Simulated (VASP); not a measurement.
# ZnO (P6_3mc) in VASP: a series of runs

Runs on ZnO. Level: PBE. Tasks: single point.

All numbers are computed with VASP 6.6.1; they aren't measurements. Logs are shortened: lines on timing, memory, paths and dates and some standing lists are left out, and cuts for length are marked.

**1. The cell of the first run**

Symmetry: P6_3mc, No. 186, hexagonal system. The conventional cell has a = 3.249 Å, b = 3.249 Å, c = 5.152 Å, α = 90.00°, β = 90.00°, γ = 120.00°. Within 2.6 Å of Zn (site symmetry 3m) lie 4 O at 1.97 Å. O (site symmetry 3m) has 4 Zn at 1.97 Å within 2.6 Å.

**2. Single point, PBE (zz strain of -1 %)**

INCAR reads:

```
SYSTEM = ZnO
ALGO = Normal
EDIFF = 1E-7
ENCUT = 520
GGA = PE
ISIF = 2
ISMEAR = -1
LASPH = .TRUE.
LCHARG = .FALSE.
LREAL = .FALSE.
LWAVE = .FALSE.
NBANDS = 26
NELM = 80
PREC = Accurate
SIGMA = 0.02
```

KPOINTS reads:

```
k-points
0
G
  11 11 6
  0 0 0
```

POSCAR reads:

```
ZnO
1.0
    3.2493987239      0.0000000000      0.0000000000
   -1.6246993619      2.8140618419      0.0000000000
    0.0000000000      0.0000000000      5.1517620000
Zn O
2 2
Direct
    0.3333333333      0.6666666667      0.0000000000
    0.6666666667      0.3333333333      0.5000000000
    0.3333333333      0.6666666667      0.3821000000
    0.6666666667      0.3333333333      0.8821000000
```

Potentials or basis: VASP PAW PBE potentials, release 64 (Zn, O).

Launch:

```sh
> cat potpaw_PBE.64/Zn/POTCAR potpaw_PBE.64/O/POTCAR > POTCAR
> mpirun -np 1 vasp_std > vasp.out
```

OUTCAR:

```text
SYSTEM = ZnO
   EDIFF = 1E-7
   ENCUT = 520
   GGA = PE
   ISIF = 2
   ISMEAR = -1
   LASPH = .TRUE.
   LREAL = .FALSE.
   NELM = 80
   PREC = Accurate

 ion  position               nearest neighbor table
   1  0.333  0.667  0.000-   3 1.97   4 1.97   4 1.97   4 1.97
   2  0.667  0.333  0.500-   4 1.97   3 1.97   3 1.97   3 1.97
   3  0.333  0.667  0.382-   1 1.97   2 1.97   2 1.97   2 1.97
   4  0.667  0.333  0.882-   2 1.97   1 1.97   1 1.97   1 1.97

  LATTYP: Found a hexagonal cell.
 ALAT       =     3.2493987239
 C/A-ratio  =     1.5854508596

  Lattice vectors:

 A1 = (   3.2493987239,   0.0000000000,   0.0000000000)
 A2 = (  -1.6246993619,   2.8140618419,   0.0000000000)
 A3 = (   0.0000000000,   0.0000000000,   5.1517620000)

Analysis of symmetry for initial positions (statically):
=====================================================================
 Subroutine PRICEL returns:
 Original cell was already a primitive cell.

 Routine SETGRP: Setting up the symmetry group for a
 hexagonal supercell.

 Subroutine GETGRP returns: Found 12 space group operations
 (whereof  6 operations were pure point group operations)
 out of a pool of 24 trial point group operations.

The static configuration has the point symmetry C_3v.
 The point group associated with its full space group is C_6v.

Analysis of symmetry for dynamics (positions and initial velocities):
=====================================================================
 Subroutine PRICEL returns:
 Original cell was already a primitive cell.

 Routine SETGRP: Setting up the symmetry group for a
 hexagonal supercell.

 Subroutine GETGRP returns: Found 12 space group operations
 (whereof  6 operations were pure point group operations)
 out of a pool of 24 trial point group operations.

The dynamic configuration has the point symmetry C_3v.
 The point group associated with its full space group is C_6v.

 Subroutine INISYM returns: Found 12 space group operations
 (whereof  6 operations are pure point group operations),
 and found     1 'primitive' translations

----------------------------------------------------------------------------------------

                                     Primitive cell

  volume of cell :      47.1078

  direct lattice vectors                    reciprocal lattice vectors
     3.249398724  0.000000000  0.000000000     0.307749244  0.177679109  0.000000000
    -1.624699362  2.814061842  0.000000000     0.000000000  0.355358217  0.000000000
     0.000000000  0.000000000  5.151762000     0.000000000  0.000000000  0.194108346

  length of vectors
     3.249398724  3.249398724  5.151762000     0.355358217  0.355358217  0.194108346

  position of ions in fractional coordinates (direct lattice)
     0.333333333  0.666666667  0.000000000
     0.666666667  0.333333333  0.500000000
     0.333333333  0.666666667  0.382100000
     0.666666667  0.333333333  0.882100000

  ion indices of the primitive-cell ions
   primitive index   ion index
                 1           1
                 2           2
                 3           3
                 4           4

----------------------------------------------------------------------------------------

 KPOINTS: k-points

Automatic generation of k-mesh.
 Grid dimensions read from file:
 generate k-points for:   11   11    6

 Generating k-lattice:

  Cartesian coordinates                     Fractional coordinates (reciprocal lattice)
     0.027977204  0.016152646  0.000000000     0.090909091  0.000000000  0.000000000
     0.000000000  0.032305292  0.000000000     0.000000000  0.090909091  0.000000000
     0.000000000  0.000000000  0.032351391     0.000000000  0.000000000  0.166666667

  Length of vectors
     0.032305292  0.032305292  0.032351391

  Shift w.r.t. Gamma in fractional coordinates (k-lattice)
     0.000000000  0.000000000  0.000000000

 Subroutine IBZKPT returns following result:
 ===========================================

 Found     64 irreducible k-points:

 Following reciprocal coordinates:
            Coordinates               Weight
  0.000000  0.000000  0.000000      1.000000
  0.090909 -0.000000  0.000000      6.000000
  0.181818 -0.000000  0.000000      6.000000
  0.272727  0.000000  0.000000      6.000000
  0.363636 -0.000000  0.000000      6.000000
  0.454545  0.000000  0.000000      6.000000
[... 16 lines left out ...]
  0.090909  0.090909  0.166667     12.000000
  0.181818  0.090909  0.166667     24.000000
 [... further k-points ...]
   k-points           NKPTS =     64   k-points in BZ     NKDIM =     64   number of bands    NBANDS=     26
   number of dos      NEDOS =    301   number of ions     NIONS =      4
   total plane-waves  NPLWV =  23040
   dimension x,y,z NGX =    24 NGY =   24 NGZ =   40
   dimension x,y,z NGXF=    48 NGYF=   48 NGZF=   80
   ions per type =               2   2
   NGX,Y,Z   is equivalent  to a cutoff of  12.28, 12.28, 12.91 a.u.
   NGXF,Y,Z  is equivalent  to a cutoff of  24.56, 24.56, 25.82 a.u.
 SYSTEM =  ZnO
   PREC   = accura    normal or accurate (medium, high low for compatibility)
   ISTART =      0    job   : 0-new  1-cont  2-samecut
   ICHARG =      2    charge: 1-file 2-atom 10-const
   ISPIN  =      1    spin polarized calculation?
   LNONCOLLINEAR =      F non collinear calculations
   LSORBIT =      F    spin-orbit coupling
   LASPH  =      T    aspherical Exc in radial PAW
   ENCUT  =  520.0 eV  38.22 Ry    6.18 a.u.   6.04  6.04  9.58*2*pi/ulx,y,z
   NELM   =     80;   NELMIN=  2; NELMDL= -5     # of ELM steps
   EDIFF  = 0.1E-06   stopping-criterion for ELM
   LREAL  =      F    real-space projection
   EDIFFG = 0.1E-05   stopping-criterion for IOM
   NSW    =      0    number of steps for IOM
   IBRION =     -1    ionic relax: 0-MD 1-quasi-New 2-CG
   NFREE  =      0    steps in history (QN), initial steepest desc. (CG)
   ISIF   =      2    stress and relaxation
   ISYM   =      2    0-nonsym 1-usesym 2-fastsym
   POTIM  = 0.5000    time-step for ionic-motion
   TEBEG  =    0.0;   TEEND  =   0.0 temperature during run
   PSTRESS=    0.0 pullay stress
   NELECT =      36.0000    total number of electrons
   NUPDOWN=      -1.0000    fix difference up-down
   EMIN   =  10.00;   EMAX   =-10.00  energy-range for DOS
   EFERMI =   0.00;   METHOD = LEGACY
   ISMEAR =    -1;   SIGMA  =   0.02  broadening in eV -4-tet -1-fermi 0-gaus
   EFERMI_NEDOS =   21; number of points for ismear=-14 and -15
   IALGO  =     38    algorithm
   IMIX   =      4    mixing-type and parameters
     AMIX     =   0.40;   BMIX     =  1.00
     AMIX_MAG =   1.60;   BMIX_MAG =  1.00
  volume/ion in A,a.u.               =      11.78        79.47
  Fermi-wavevector in a.u.,A,eV,Ry     =   1.496735  2.828419 30.479976  2.240215
  Thomas-Fermi vector in A             =   2.608713
   LORBIT       =      0    0 simple, 1 ext, 2 COOP (PROOUT), +10 PAW based schemes
   GGA     = PE    functional components
   LHFCALC =     F    Hartree Fock is set to
   AEXX    =    0.0000 exact exchange contribution
   IVDW    =     0    specifies the selected vdW correction
   LEPSILON=     F    determine dielectric tensor
   LRPA    =     F    only Hartree local field effects (RPA)
 non-spin polarized calculation
  energy-cutoff  :      520.00
  volume of cell :       47.11
 maximum number of plane-waves:      1292
   NGX = 13   NGY = 13   NGZ = 19

 number of electron      36.0000018 magnetization

 Free energy of the ion-electron system (eV)
  ---------------------------------------------------
  ext. energy  EPLUGINS =         0.00000000
  ---------------------------------------------------
  free energy    TOTEN  =       -17.79890131 eV

  energy without entropy =      -17.79890131  energy(sigma->0) =      -17.79890131

 E-fermi :   1.7055     XC(G=0): -10.9664

 val. band max:        1.2897650584   @ k =   0.0000   0.0000   0.0000
 cond. band min:       2.1067138574   @ k =   0.0000   0.0000   0.0000
 fundamental gap:      0.8169487990
 Fermi energy:         1.7054704347

 k-point     1 :       0.0000    0.0000    0.0000
  band No.  band energies     occupation
      1     -16.8762      2.00000
      2     -16.1147      2.00000
      3      -4.4507      2.00000
      4      -4.4507      2.00000
      5      -4.3695      2.00000
      6      -4.3664      2.00000
[... 18 lines left out ...]
     25      15.4091      0.00000
     26      15.6699      0.00000

 k-point     2 :       0.0909   -0.0000    0.0000
  band No.  band energies     occupation
      1     -16.8304      2.00000
      2     -16.0952      2.00000
      3      -4.5060      2.00000
      4      -4.4231      2.00000
      5      -4.3375      2.00000
      6      -4.3146      2.00000
[... 18 lines left out ...]
     25      15.5282      0.00000
     26      15.7781      0.00000

 k-point     3 :       0.1818   -0.0000    0.0000
  band No.  band energies     occupation
      1     -16.7028      2.00000
      2     -16.0452      2.00000
      3      -4.6268      2.00000
      4      -4.3521      2.00000
      5      -4.3293      2.00000
      6      -4.2428      2.00000
[... 18 lines left out ...]
     25      15.3523      0.00000
     26      15.6409      0.00000

 k-point     4 :       0.2727    0.0000    0.0000
  band No.  band energies     occupation
      1     -16.5228      2.00000
      2     -15.9872      2.00000
      3      -4.7342      2.00000
      4      -4.3691      2.00000
      5      -4.2699      2.00000
      6      -4.1242      2.00000
[... 18 lines left out ...]
     25      14.7008      0.00000
     26      15.4733      0.00000

 k-point     5 :       0.3636   -0.0000    0.0000
  band No.  band energies     occupation
      1     -16.3359      2.00000
      2     -15.9493      2.00000
      3      -4.7604      2.00000
      4      -4.4184      2.00000
      5      -4.2097      2.00000
      6      -3.9795      2.00000
[... 18 lines left out ...]
     25      14.7282      0.00000
     26      15.4200      0.00000

 k-point     6 :       0.4545    0.0000    0.0000
  band No.  band energies     occupation
      1     -16.2029      2.00000
      2     -15.9458      2.00000
      3      -4.7032      2.00000
      4      -4.4806      2.00000
      5      -4.1823      2.00000
      6      -3.8540      2.00000
[... 427 lines left out ...]
 k-point    21 :       0.3636   -0.0000    0.1667
  band No.  band energies     occupation
      1     -16.3083      2.00000
      2     -15.9733      2.00000
      3      -4.7999      2.00000
      4      -4.5279      2.00000
      5      -4.1878      2.00000
      6      -4.0134      2.00000
[... 18 lines left out ...]
     25      14.7471      0.00000
     26      15.3506      0.00000

 k-point    22 :       0.4545    0.0000    0.1667
  band No.  band energies     occupation
      1     -16.1832      2.00000
      2     -15.9602      2.00000
      3      -4.7545      2.00000
      4      -4.5874      2.00000
      5      -4.1557      2.00000
      6      -3.8934      2.00000
[... 18 lines left out ...]
     25      14.6530      0.00000
     26      15.4541      0.00000

 k-point    23 :       0.0909    0.0909    0.1667
  band No.  band energies     occupation
      1     -16.6994      2.00000
      2     -16.1075      2.00000
      3      -4.6053      2.00000
      4      -4.4817      2.00000
      5      -4.3441      2.00000
      6      -4.3153      2.00000
[... 18 lines left out ...]
     25      14.4551      0.00000
     26      15.5875      0.00000

 k-point    24 :       0.1818    0.0909    0.1667
  band No.  band energies     occupation
      1     -16.5507      2.00000
      2     -16.0456      2.00000
      3      -4.7017      2.00000
      4      -4.4841      2.00000
      5      -4.2879      2.00000
      6      -4.2203      2.00000
[... 18 lines left out ...]
     25      14.3657      0.00000
     26      15.8917      0.00000

 [... further k-points ...]
[... 5 lines left out ...]
  --------------------------------------------------------------------------------------
  -------------------------------------------------------------------------------------
  Total        1.9705212      1.9705212      2.7538536      0.0000000     -0.0000000      0.0000000
  in kB       67.0192023     67.0192023     93.6610461      0.0000000     -0.0000000      0.0000000
  external PRESSURE =      75.8998169 kB  Pullay stress =       0.0000000 kB

 VOLUME and BASIS-vectors are now :
 -----------------------------------------------------------------------------
  energy-cutoff  :      520.00
  volume of cell :       47.11
      direct lattice vectors                 reciprocal lattice vectors
     3.249398724  0.000000000  0.000000000     0.307749244  0.177679109  0.000000000
    -1.624699362  2.814061842  0.000000000     0.000000000  0.355358217  0.000000000
     0.000000000  0.000000000  5.151762000     0.000000000  0.000000000  0.194108346

 POSITION                                       TOTAL-FORCE (eV/Angst)
 -----------------------------------------------------------------------------------
     -0.00000      1.87604      0.00000         0.000000      0.000000     -0.071203
      1.62470      0.93802      2.57588        -0.000000      0.000000     -0.071203
     -0.00000      1.87604      1.96849        -0.000000      0.000000      0.071203
      1.62470      0.93802      4.54437         0.000000     -0.000000      0.071203
 -----------------------------------------------------------------------------------
    total drift:                               -0.000000     -0.000000      0.000782

  FREE ENERGIE OF THE ION-ELECTRON SYSTEM (eV)
  ---------------------------------------------------
  free  energy   TOTEN  =       -17.7989013074 eV

  energy  without entropy=      -17.7989013074  energy(sigma->0) =      -17.79890131
```

Wall time 33 s (1 thread of Intel Xeon 6975P-C (Granite Rapids), shared host); peak memory 0.19 GiB.

Results:

```
Free energy            : -17.7989 eV
Pressure               : 7.6 GPa
Largest force          : 0.071 eV/Å
Band gap on the k mesh : 0.82 eV
```

Forces in eV/Å, atoms in the order of the input:
```
Zn   0.000  0.000 -0.071
Zn   0.000  0.000 -0.071
O    0.000  0.000  0.071
O    0.000  0.000  0.071
```

Caveat: the cell differs from its parent crystal (zz strain of -1 %); the cell stands under pressure.

**3. Single point, PBE (zz strain of +2 %)**

INCAR reads:

```
SYSTEM = ZnO
PREC = Accurate
ENCUT = 520
EDIFF = 1E-6
ISMEAR = -1
SIGMA = 0.02
LREAL = .FALSE.
LASPH = .TRUE.
NELM = 60
ALGO = Normal
ISIF = 2
LWAVE = .FALSE.
LCHARG = .FALSE.
GGA = PE
NBANDS = 26
```

KPOINTS reads:

```
regular mesh
0
G
  11 11 6
  0 0 0
```

Edit POSCAR of step 2 so:

```diff
@@ -4,3 +4,3 @@
    -1.6246993619      2.8140618419      0.0000000000
-    0.0000000000      0.0000000000      5.1517620000
+    0.0000000000      0.0000000000      5.3078760000
 Zn O
```

Potentials or basis: VASP PAW PBE potentials, release 64 (Zn, O).

Launch:

```sh
> cat potpaw_PBE.64/Zn/POTCAR potpaw_PBE.64/O/POTCAR > POTCAR
> mpirun -np 1 vasp_std > vasp.out
```

Run time: 31 s. Hardware: 1 thread of Intel Xeon 6975P-C (Granite Rapids), shared host; peak memory 0.19 GiB.

Results (log left out):

* Free energy: -17.8429 eV
* Pressure: 3.2 GPa
* Largest force: 0.188 eV/Å
* Band gap on the k mesh: 0.73 eV

Forces on the atoms (eV/Å):
```
Zn   0.000  0.000  0.188
Zn   0.000  0.000  0.188
O    0.000  0.000 -0.188
O    0.000  0.000 -0.188
```

Stress tensor (GPa, compression positive):
```
4.50 0.00 0.00
0.00 4.50 0.00
0.00 0.00 0.65
```

Levels at points of the mesh, in eV from the valence-band top:
```tsv
k point	band 14	band 15	band 16	band 17	band 18	band 19	band 20	band 21	band 22	band 23
(0.00, 0.00, 0.00)	-0.72	-0.72	-0.14	0.00	0.00	0.73	5.15	7.99	12.90	12.90
(0.00, 0.00, 0.50)	-2.28	-0.36	-0.36	-0.36	-0.36	3.37	3.37	9.85	9.85	13.18
```

Caveat: the cell differs from its parent crystal (zz strain of +2 %); the cell stands under pressure.

(Continued in part 2 of 2.)
